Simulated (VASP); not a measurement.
Write the native input for VASP 6.6.1 that does the following.

- Task: single point
- Functional: HSE06
- Potentials or basis: VASP PAW PBE potentials, release 64 (Hf_pv, N)
- Cutoff: 520 eV
- k mesh: 6 × 6 × 6
- Occupations: fermi-dirac, width 0.05 eV
- Spin: no spin polarisation
- Dipole correction: no
- Grid for exact exchange (PRECFOCK): Normal
- Further INCAR settings: ALGO = Normal; EDIFF = 1e-07; NBANDS = 14
- Share of exact exchange: 0.25
- Screening parameter: 0.2079 1/Å

The system is HfN.

```
Hf N
1.0
     0.00000    2.47108    2.47108
     2.47108    0.00000    2.47108
     2.47108    2.47108    0.00000
Hf N
1 1
Direct
  0.00000 0.00000 0.00000
  0.25000 0.25000 0.25000
```

The input as run:

POSCAR

```
HfN
1.0
    0.0000000000      2.4710795731      2.4710795731
    2.4710795731      0.0000000000      2.4710795731
    2.4710795731      2.4710795731      0.0000000000
Hf N
1 1
Direct
    0.0000000000      0.0000000000      0.0000000000
    0.2500000000      0.2500000000      0.2500000000
```

INCAR.step1

```
SYSTEM = HfN
ALGO = Normal
EDIFF = 1E-5
ENCUT = 520
GGA = PE
ISIF = 2
ISMEAR = -1
LASPH = .True.
LCHARG = .False.
LREAL = .False.
LWAVE = .True.
NBANDS = 14
NELM = 60
PREC = Accurate
SIGMA = 0.05
```

INCAR.step2

```
SYSTEM = HfN
ALGO = Normal
EDIFF = 1E-7
ENCUT = 520
GGA = PE
HFSCREEN = 0.2079
ISIF = 2
ISMEAR = -1
ISTART = 1
LASPH = .True.
LCHARG = .False.
LHFCALC = .True.
LREAL = .False.
LWAVE = .False.
NBANDS = 14
NELM = 60
PREC = Accurate
PRECFOCK = Normal
SIGMA = 0.05
```

KPOINTS

```
k-points
0
Gamma
  6 6 6
  0 0 0
```

Potentials or basis: VASP PAW PBE potentials, release 64 (Hf_pv, N).

The run is started by

```console
$ cat potpaw_PBE.64/Hf_pv/POTCAR potpaw_PBE.64/N/POTCAR > POTCAR
$ cp INCAR.step1 INCAR
$ mpirun -np 1 vasp_std > vasp.out
$ cp INCAR.step2 INCAR
$ mpirun -np 1 vasp_std > vasp.out
```

Results of the run:

```yaml
Pressure: -8.4 GPa
Band_gap_on_the_k_mesh: zero (an odd number of electrons rules out a gap without spin polarisation)
```

Caveat: the k points lie up to 0.37 Å⁻¹ apart, too coarse for converged energies and pressures of a metal; the PAW data sets were made with another functional, which shifts forces and pressure a little; spin-orbit coupling is left out, which moves the levels of the heavy elements.

Wall time 46 min on 1 thread of Intel(R) Xeon(R) Platinum 8375C CPU @ 2.90GHz (Ice Lake), on a shared host, peak memory 0.27 GiB.
